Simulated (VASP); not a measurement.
# KHfS2 (P-6m2) in VASP: relaxation of cell and atoms with PBE

Aim: the relaxation of cell and atoms of KHfS2 with PBE.

All numbers are computed with VASP 6.6.1; they aren't measurements. Logs are shortened: lines on timing, memory, paths and dates and some standing lists are left out, and cuts for length are marked.

## Step 1: The cell of the first run

The structure is hexagonal, space group P-6m2 (No. 187). The conventional cell has a = 3.644 Å, b = 3.644 Å, c = 7.669 Å, α = 90.00°, β = 90.00°, γ = 120.00°. K (site symmetry -6m2) has 6 S at 3.10 Å and 6 K at 3.64 Å within 4.1 Å. Within 3.4 Å of Hf (site symmetry -6m2) lie 6 S at 2.61 Å. S (site symmetry 3m) has 3 Hf at 2.61 Å and 1 S at 3.10 Å and 3 K at 3.10 Å within 3.4 Å.

## Step 2: Relaxation of cell and atoms, PBE

Input file INCAR:

```
SYSTEM = KHfS2
PREC = Accurate
ENCUT = 600
EDIFF = 1E-7
ISMEAR = 0
SIGMA = 0.1
LREAL = .False.
LASPH = .True.
NELM = 80
ALGO = Normal
ISIF = 3
LWAVE = .False.
LCHARG = .False.
GGA = PE
IBRION = 2
NSW = 100
EDIFFG = -0.01
```

Input file KPOINTS:

```
regular mesh
0
Gamma
  12 12 6
  0 0 0
```

Input file POSCAR:

```
KHfS2
1.0
    3.6442089000      0.0000000000      0.0000000000
   -1.8221045000      3.1559775000      0.0000000000
    0.0000000000      0.0000000000      7.6687698000
K Hf S
1 1 2
Direct
    0.0000000000      0.0000000000      0.5000000000
    0.6666667000      0.3333333000      0.0000000000
    0.3333333000      0.6666667000      0.2022440000
    0.3333333000      0.6666667000      0.7977560000
```

Potentials or basis: VASP PAW PBE potentials, release 64 (K_sv, Hf_pv, S).

Started as:

```console
$ cat potpaw_PBE.64/K_sv/POTCAR potpaw_PBE.64/Hf_pv/POTCAR potpaw_PBE.64/S/POTCAR > POTCAR
$ mpirun -np 1 vasp_std > vasp.out
```

OUTCAR:

```text
SYSTEM = KHfS2
   PREC = Accurate
   ENCUT = 600
   EDIFF = 1E-7
   ISMEAR = 0
   LREAL = .False.
   LASPH = .True.
   NELM = 80
   ISIF = 3
   GGA = PE
   IBRION = 2
   NSW = 100
   EDIFFG = -0.01

 ion  position               nearest neighbor table
   1  0.000  0.000  0.500-   3 3.10   4 3.10   3 3.10   4 3.10   3 3.10   4 3.10
   2  0.667  0.333  0.000-   3 2.61   4 2.61   3 2.61   4 2.61   3 2.61   4 2.61
   3  0.333  0.667  0.202-   2 2.61   2 2.61   2 2.61   1 3.10   1 3.10   1 3.10
   4  0.333  0.667  0.798-   2 2.61   2 2.61   2 2.61   1 3.10   1 3.10   1 3.10

  LATTYP: Found a hexagonal cell.
 ALAT       =     3.6442089000
 C/A-ratio  =     2.1043716237

  Lattice vectors:

 A1 = (   3.6442089000,   0.0000000000,   0.0000000000)
 A2 = (  -1.8221045000,   3.1559775000,   0.0000000000)
 A3 = (   0.0000000000,   0.0000000000,   7.6687698000)

Analysis of symmetry for initial positions (statically):
=====================================================================
 Subroutine PRICEL returns:
 Original cell was already a primitive cell.

 Routine SETGRP: Setting up the symmetry group for a
 hexagonal supercell.

 Subroutine GETGRP returns: Found 12 space group operations
 (whereof 12 operations were pure point group operations)
 out of a pool of 24 trial point group operations.

The static configuration has the point symmetry D_3h.

Analysis of symmetry for dynamics (positions and initial velocities):
=====================================================================
 Subroutine PRICEL returns:
 Original cell was already a primitive cell.

 Routine SETGRP: Setting up the symmetry group for a
 hexagonal supercell.

 Subroutine GETGRP returns: Found 12 space group operations
 (whereof 12 operations were pure point group operations)
 out of a pool of 24 trial point group operations.

The dynamic configuration has the point symmetry D_3h.

 Subroutine INISYM returns: Found 12 space group operations
 (whereof 12 operations are pure point group operations),
 and found     1 'primitive' translations

----------------------------------------------------------------------------------------

                                     Primitive cell

  volume of cell :      88.1988

  direct lattice vectors                    reciprocal lattice vectors
     3.644208900  0.000000000  0.000000000     0.274407979  0.158429524  0.000000000
    -1.822104500  3.155977500  0.000000000     0.000000000  0.316859040  0.000000000
     0.000000000  0.000000000  7.668769800     0.000000000  0.000000000  0.130399011

  length of vectors
     3.644208900  3.644208939  7.668769800     0.316859043  0.316859040  0.130399011

  position of ions in fractional coordinates (direct lattice)
     0.000000000  0.000000000  0.500000000
     0.666666700  0.333333300  0.000000000
     0.333333300  0.666666700  0.202244000
     0.333333300  0.666666700  0.797756000

  ion indices of the primitive-cell ions
   primitive index   ion index
                 1           1
                 2           2
                 3           3
                 4           4

----------------------------------------------------------------------------------------

 KPOINTS: regular mesh

Automatic generation of k-mesh.
 Grid dimensions read from file:
 generate k-points for:   12   12    6

 Generating k-lattice:

  Cartesian coordinates                     Fractional coordinates (reciprocal lattice)
     0.022867332  0.013202460  0.000000000     0.083333333  0.000000000  0.000000000
     0.000000000  0.026404920  0.000000000     0.000000000  0.083333333  0.000000000
     0.000000000  0.000000000  0.021733169     0.000000000  0.000000000  0.166666667

  Length of vectors
     0.026404920  0.026404920  0.021733169

  Shift w.r.t. Gamma in fractional coordinates (k-lattice)
     0.000000000  0.000000000  0.000000000

 Subroutine IBZKPT returns following result:
 ===========================================

 Found     76 irreducible k-points:

 Following reciprocal coordinates:
            Coordinates               Weight
  0.000000  0.000000  0.000000      1.000000
  0.083333  0.000000  0.000000      6.000000
  0.166667  0.000000  0.000000      6.000000
  0.250000 -0.000000  0.000000      6.000000
  0.333333  0.000000  0.000000      6.000000
  0.416667  0.000000  0.000000      6.000000
[... 16 lines left out ...]
  0.250000 -0.000000  0.166667     12.000000
  0.333333  0.000000  0.166667     12.000000
 [... further k-points ...]
   k-points           NKPTS =     76   k-points in BZ     NKDIM =     76   number of bands    NBANDS=     19
   number of dos      NEDOS =    301   number of ions     NIONS =      4
   total plane-waves  NPLWV =  57600
   dimension x,y,z NGX =    30 NGY =   30 NGZ =   64
   dimension x,y,z NGXF=    60 NGYF=   60 NGZF=  128
   ions per type =               1   1   2
   NGX,Y,Z   is equivalent  to a cutoff of  13.69, 13.69, 13.87 a.u.
   NGXF,Y,Z  is equivalent  to a cutoff of  27.37, 27.37, 27.75 a.u.
 SYSTEM =  KHfS2
   PREC   = accura    normal or accurate (medium, high low for compatibility)
   ISTART =      0    job   : 0-new  1-cont  2-samecut
   ICHARG =      2    charge: 1-file 2-atom 10-const
   ISPIN  =      1    spin polarized calculation?
   LNONCOLLINEAR =      F non collinear calculations
   LSORBIT =      F    spin-orbit coupling
   LASPH  =      T    aspherical Exc in radial PAW
   ENCUT  =  600.0 eV  44.10 Ry    6.64 a.u.   7.28  7.28 15.32*2*pi/ulx,y,z
   NELM   =     80;   NELMIN=  2; NELMDL= -5     # of ELM steps
   EDIFF  = 0.1E-06   stopping-criterion for ELM
   LREAL  =      F    real-space projection
   EDIFFG = -.1E-01   stopping-criterion for IOM
   NSW    =    100    number of steps for IOM
   IBRION =      2    ionic relax: 0-MD 1-quasi-New 2-CG
   NFREE  =      1    steps in history (QN), initial steepest desc. (CG)
   ISIF   =      3    stress and relaxation
   ISYM   =      2    0-nonsym 1-usesym 2-fastsym
   POTIM  = 0.5000    time-step for ionic-motion
   TEBEG  =    0.0;   TEEND  =   0.0 temperature during run
   PSTRESS=    0.0 pullay stress
   NELECT =      31.0000    total number of electrons
   NUPDOWN=      -1.0000    fix difference up-down
   EMIN   =  10.00;   EMAX   =-10.00  energy-range for DOS
   EFERMI =   0.00;   METHOD = LEGACY
   ISMEAR =     0;   SIGMA  =   0.10  broadening in eV -4-tet -1-fermi 0-gaus
   EFERMI_NEDOS =   21; number of points for ismear=-14 and -15
   IALGO  =     38    algorithm
   IMIX   =      4    mixing-type and parameters
     AMIX     =   0.40;   BMIX     =  1.00
     AMIX_MAG =   1.60;   BMIX_MAG =  1.00
  volume/ion in A,a.u.               =      22.05       148.80
  Fermi-wavevector in a.u.,A,eV,Ry     =   1.155335  2.183266 18.161029  1.334798
  Thomas-Fermi vector in A             =   2.291964
   LORBIT       =      0    0 simple, 1 ext, 2 COOP (PROOUT), +10 PAW based schemes
   GGA     = PE    functional components
   LHFCALC =     F    Hartree Fock is set to
   AEXX    =    0.0000 exact exchange contribution
   IVDW    =     0    specifies the selected vdW correction
   LEPSILON=     F    determine dielectric tensor
   LRPA    =     F    only Hartree local field effects (RPA)
 conjugate gradient relaxation of ions
 non-spin polarized calculation
 Gauss-broadening in eV      SIGMA  =   0.10
  energy-cutoff  :      600.00
  volume of cell :       88.20
 maximum number of plane-waves:      2989
 NGX is ok and might be reduce to    30
   NGX = 15   NGY = 15   NGZ = 31

--------------------------------------- Ionic step        1  -------------------------------------------

 number of electron      30.9999999 magnetization

 Free energy of the ion-electron system (eV)
  ---------------------------------------------------
  ext. energy  EPLUGINS =         0.00000000
  ---------------------------------------------------
  free energy    TOTEN  =       -24.98294725 eV

  energy without entropy =      -24.96838951  energy(sigma->0) =      -24.97566838

------------------------ aborting loop because EDIFF is reached ----------------------------------------

  FORCE on cell =-STRESS in cart. coord.  units (eV):
  Direction    XX          YY          ZZ          XY          YZ          ZX
  --------------------------------------------------------------------------------------
  -------------------------------------------------------------------------------------
  Total       -0.1684553     -0.1684553     -0.1228354      0.0000000     -0.0000000      0.0000000
  in kB       -3.0600777     -3.0600777     -2.2313685      0.0000000     -0.0000000      0.0000000
  external PRESSURE =      -2.7838413 kB  Pullay stress =       0.0000000 kB

 VOLUME and BASIS-vectors are now :
 -----------------------------------------------------------------------------
  energy-cutoff  :      600.00
  volume of cell :       88.20
      direct lattice vectors                 reciprocal lattice vectors
     3.644208900  0.000000000  0.000000000     0.274407979  0.158429524  0.000000000
    -1.822104500  3.155977500  0.000000000     0.000000000  0.316859040  0.000000000
     0.000000000  0.000000000  7.668769800     0.000000000  0.000000000  0.130399011
[... 153 lines left out ...]
 POSITION                                       TOTAL-FORCE (eV/Angst)
 -----------------------------------------------------------------------------------
     -0.00000     -0.00000      3.83378        -0.000000      0.000000     -0.000000
      1.81952      1.05050      0.00000         0.000000     -0.000000     -0.000000
     -0.00000      2.10100      1.54784         0.000000      0.000000     -0.011902
     -0.00000      2.10100      6.11972        -0.000000     -0.000000      0.011902
 -----------------------------------------------------------------------------------
    total drift:                                0.000141     -0.000081      0.000000

  FREE ENERGIE OF THE ION-ELECTRON SYSTEM (eV)
  ---------------------------------------------------
  free  energy   TOTEN  =       -24.9834252612 eV

  energy  without entropy=      -24.9689360382  energy(sigma->0) =      -24.97618065

--------------------------------------- Ionic step        6  -------------------------------------------

 number of electron      31.0000000 magnetization

 Free energy of the ion-electron system (eV)
  ---------------------------------------------------
  ext. energy  EPLUGINS =         0.00000000
  ---------------------------------------------------
  free energy    TOTEN  =       -24.98345215 eV

  energy without entropy =      -24.96896900  energy(sigma->0) =      -24.97621058

 E-fermi :   4.6853     XC(G=0):  -9.7032

 val. band max:        4.6752314028   @ k =   0.4167   0.1667   0.0000
 cond. band min:       4.6872615463   @ k =   0.1667   0.1667   0.1667
 fundamental gap:      0.0120301436
 Fermi energy:         4.6853457856

 k-point     1 :       0.0000    0.0000    0.0000
  band No.  band energies     occupation
      1     -26.6876      2.00000
      2     -26.5934      2.00000
      3     -26.5934      2.00000
      4     -26.5486      2.00000
      5     -10.3100      2.00000
      6      -9.8493      2.00000
[... 11 lines left out ...]
     18       7.1446      0.00000
     19       7.1447      0.00000
[... 485 lines left out ...]
 k-point    24 :       0.3333    0.0000    0.1667
  band No.  band energies     occupation
      1     -26.7294      2.00000
      2     -26.6608      2.00000
      3     -26.6245      2.00000
      4     -26.4957      2.00000
      5     -10.3687      2.00000
      6     -10.0603      2.00000
[... 11 lines left out ...]
     18       7.5620      0.00000
     19       7.6200      0.00000

 [... further k-points ...]

------------------------ aborting loop because EDIFF is reached ----------------------------------------

  FORCE on cell =-STRESS in cart. coord.  units (eV):
  Direction    XX          YY          ZZ          XY          YZ          ZX
  --------------------------------------------------------------------------------------
  -------------------------------------------------------------------------------------
  Total        0.0162953      0.0162953     -0.0238911     -0.0000000     -0.0000000      0.0000000
  in kB        0.2967150      0.2967150     -0.4350255     -0.0000000     -0.0000000      0.0000000
  external PRESSURE =       0.0528015 kB  Pullay stress =       0.0000000 kB

 VOLUME and BASIS-vectors are now :
 -----------------------------------------------------------------------------
  energy-cutoff  :      600.00
  volume of cell :       87.99
      direct lattice vectors                 reciprocal lattice vectors
     3.638041707  0.000000000 -0.000000000     0.274873154  0.158698093  0.000000000
    -1.819020903  3.150636554  0.000000000    -0.000000000  0.317396178  0.000000000
    -0.000000000 -0.000000000  7.676552718     0.000000000 -0.000000000  0.130266806

 POSITION                                       TOTAL-FORCE (eV/Angst)
 -----------------------------------------------------------------------------------
     -0.00000     -0.00000      3.83828        -0.000000      0.000000     -0.000000
      1.81902      1.05021     -0.00000         0.000000      0.000000     -0.000000
     -0.00000      2.10042      1.54828        -0.000000     -0.000000     -0.006461
     -0.00000      2.10042      6.12827        -0.000000     -0.000000      0.006461
 -----------------------------------------------------------------------------------
    total drift:                                0.000141     -0.000081      0.000000

  FREE ENERGIE OF THE ION-ELECTRON SYSTEM (eV)
  ---------------------------------------------------
  free  energy   TOTEN  =       -24.9834521493 eV

  energy  without entropy=      -24.9689690043  energy(sigma->0) =      -24.97621058

 reached required accuracy - stopping structural energy minimisation
```

Wall time 4.6 min (1 thread of Intel Xeon 6975P-C (Granite Rapids), shared host); peak memory 0.36 GiB.

What came out:

```yaml
Free_energy: -24.9835 eV
Relaxed_volume: 22.00 Å³/atom
Relaxed_cell: a = 3.638 Å, b = 3.638 Å, c = 7.677 Å, α = 90.00°, β = 90.00°, γ = 120.00°
Space_group_after_relaxing_to_0.1_Å: P-6m2 (No. 187)
Energy_gained_by_relaxing: 0.1 meV/atom
Ionic_steps: 6
Pressure_after_relaxing: 0.0 GPa
Largest_force_after_relaxing: 0.006 eV/Å
Band_gap_on_the_k_mesh: zero (an odd number of electrons rules out a gap without spin polarisation)
```

Forces on the atoms (eV/Å):
```
K    0.000  0.000  0.000
Hf   0.000  0.000  0.000
S    0.000  0.000 -0.006
S    0.000  0.000  0.006
```

Step by step:
| step | energy change (eV) | largest force (eV/Å) | pressure (GPa) | volume (Å³) |
| --- | --- | --- | --- | --- |
| 1 | 0.0000 | 0.0675 | -0.28 | 88.20 |
| 2 | -0.0003 | 0.0177 | 0.24 | 87.71 |
| 3 | -0.0004 | 0.0144 | 0.05 | 87.89 |
| 4 | -0.0004 | 0.0155 | 0.04 | 87.90 |
| 5 | -0.0005 | 0.0119 | 0.03 | 87.93 |
| 6 | -0.0005 | 0.0065 | 0.01 | 87.99 |

Final structure:
```
CELL_PARAMETERS angstrom
3.63804 0.00000 0.00000
-1.81902 3.15064 0.00000
0.00000 0.00000 7.67655
ATOMIC_POSITIONS crystal
K 0.00000 0.00000 0.50000
Hf 0.66667 0.33333 0.00000
S 0.33333 0.66667 0.20169
S 0.33333 0.66667 0.79831
```

Caveat: spin-orbit coupling is left out, which moves the levels of the heavy elements.
